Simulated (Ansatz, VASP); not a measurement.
## Ta3HN3: VASP beside Ansatz

File INCAR:

```
SYSTEM = Ta3HN3
ALGO = Normal
DIPOL = 0.5 0.5 0.313
EDIFF = 1E-6
ENCUT = 520
GGA = PE
IDIPOL = 3
ISIF = 2
ISMEAR = 0
ISPIN = 2
LASPH = .True.
LCHARG = .False.
LDIPOL = .True.
LMAXMIX = 4
LORBIT = 11
LREAL = .False.
LWAVE = .False.
MAGMOM = 0 0 0 0 0 0 1
NBANDS = 38
NELM = 150
PREC = Accurate
SIGMA = 0.1
```

The input KPOINTS:

```
k-points
0
Gamma
  9 9 1
  0 0 0
```

Contents of POSCAR:

```
Ta3HN3
1.0
    3.1228193035      0.0000000000      0.0000000000
    0.0000000000      3.1228193035      0.0000000000
    0.0000000000      0.0000000000     21.5908392430
Ta N H
3 3 1
Direct
    0.0000000000      0.0000000000      0.1852637572
    0.5000000000      0.5000000000      0.2890369107
    0.0000000000      0.0000000000      0.3832407719
    0.5000000000      0.5000000000      0.1852637572
    0.0000000000      0.0000000000      0.2843927699
    0.5000000000      0.5000000000      0.3978927890
    0.8750000000      0.8750000000      0.4669035386
```

Input for Ansatz:

```yaml
crystal:
  lattice:
    - [3.1228193035, 0.0, 0.0]
    - [0.0, 3.1228193035, 0.0]
    - [0.0, 0.0, 21.590839243]
  atoms:
    - { symbol: Ta, position: [0.0, 0.0, 0.1852637572] }
    - { symbol: "N", position: [0.5, 0.5, 0.1852637572] }
    - { symbol: Ta, position: [0.5, 0.5, 0.2890369107] }
    - { symbol: "N", position: [0.0, 0.0, 0.2843927699] }
    - { symbol: Ta, position: [0.0, 0.0, 0.3832407719] }
    - { symbol: "N", position: [0.5, 0.5, 0.397892789] }
    - { symbol: H, position: [0.875, 0.875, 0.4669035386], spin: 1.0 }
basis:
  ecutwfc: 420
kpoints:
  mp_grid: { grid: [9, 9, 1] }
hamiltonian:
  xc: pbe
  pseudopotentials: { kind: paw, azcp: { folder: soft_1 } }
scf:
  occupations: { method: gaussian, width: 0.1 }
output:
  forces: true
  eigenvalues: true
  populations: true
magnetization:
  spin_polarized: true
efield:
  axis: 3
  dipole_correction: true
  ramp_width: 0.04
```

Alike in both runs: task single point; functional PBE; k mesh 9 × 9 × 1; occupations gaussian, width 0.1 eV; collinear spin.

|  | VASP | Ansatz |
| --- | --- | --- |
| version | VASP 6.6.1 | Ansatz 0.2.0 |
| potentials or method | VASP PAW PBE potentials, release 64 (Ta_pv, N, H), cutoff 520 eV | scalar-relativistic, plane waves, PAW |
| valence electrons in the cell | 49 | 55 |

|  | VASP | Ansatz | Ansatz less VASP |
| --- | --- | --- | --- |
| gap on the k mesh at the Fermi level (eV) | none | none | - |
| rms of the force components (eV/Å) | 1.221 | 1.220 | -0.0008 |
| net moment per atom (μB) | 0.00 | 0.00 | 0.000 |

A gap of «none» marks a metal or a gap that the smearing closes. VASP's potentials hold 49 valence electrons a cell and Ansatz's 55, so a difference there can come from the potentials and not from the codes. Ansatz's warnings: seeded moment not kept.

Spin-orbit coupling is off throughout.
